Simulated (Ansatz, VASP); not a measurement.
**KCl: VASP beside Ansatz**

INCAR

```
PREC = Accurate
ENCUT = 520
EDIFF = 1E-6
ISMEAR = 0
SIGMA = 0.01
LREAL = F
LASPH = T
NELM = 80
ALGO = Normal
ISIF = 2
LWAVE = F
LCHARG = F
GGA = PE
NBANDS = 24
```

KPOINTS

```
Automatic mesh
0
Gamma
  6 6 4
```

Contents of POSCAR:

```
KCl
1.0
    4.4100555716      0.0000000000      0.0000000000
   -2.2050277858      3.8192201571      0.0000000000
    0.0000000000      0.0000000000      7.7342039205
K Cl
2 2
Direct
    0.0000000000      0.0000000000      0.0000000000
    0.0000000000      0.0000000000      0.5000000000
    0.3333333333      0.6666666667      0.2500000000
    0.6666666667      0.3333333333      0.7500000000
```

Input for Ansatz:

```yaml
crystal:
  lattice:
    - [4.4100555716, 0.0, 0.0]
    - [-2.2050277858, 3.8192201571, 0.0]
    - [0.0, 0.0, 7.7342039205]
  atoms:
    - { symbol: K, position: [0.0, 0.0, 0.0] }
    - { symbol: K, position: [0.0, 0.0, 0.5] }
    - { symbol: Cl, position: [0.3333333333, 0.6666666667, 0.25] }
    - { symbol: Cl, position: [0.6666666667, 0.3333333333, 0.75] }
kpoints:
  mp_grid: { grid: [6, 6, 4] }
hamiltonian:
  xc: pbe
scf:
  occupations: { method: fixed }
  n_extra_bands: 5
output:
  forces: true
  stress: true
  eigenvalues: true
```

Alike in both runs: task single point; functional PBE; k mesh 6 × 6 × 4; no spin polarisation.

|  | VASP | Ansatz |
| --- | --- | --- |
| version | VASP 6.6.1 | Ansatz 0.2.0 |
| potentials or method | VASP PAW PBE potentials, release 64 (K_sv, Cl) | plane waves, PAW |
| plane-wave cutoff (eV) | 520 | 420 |
| occupations | gaussian, width 0.01 eV | fixed |
| valence electrons in the cell | 32 | 32 |

|  | VASP | Ansatz | Ansatz less VASP |
| --- | --- | --- | --- |
| gap on the k mesh at the Fermi level (eV) | 4.98 | 4.98 | +0.002 |
| pressure (GPa) | 0.0 | 0.0 | -0.01 |
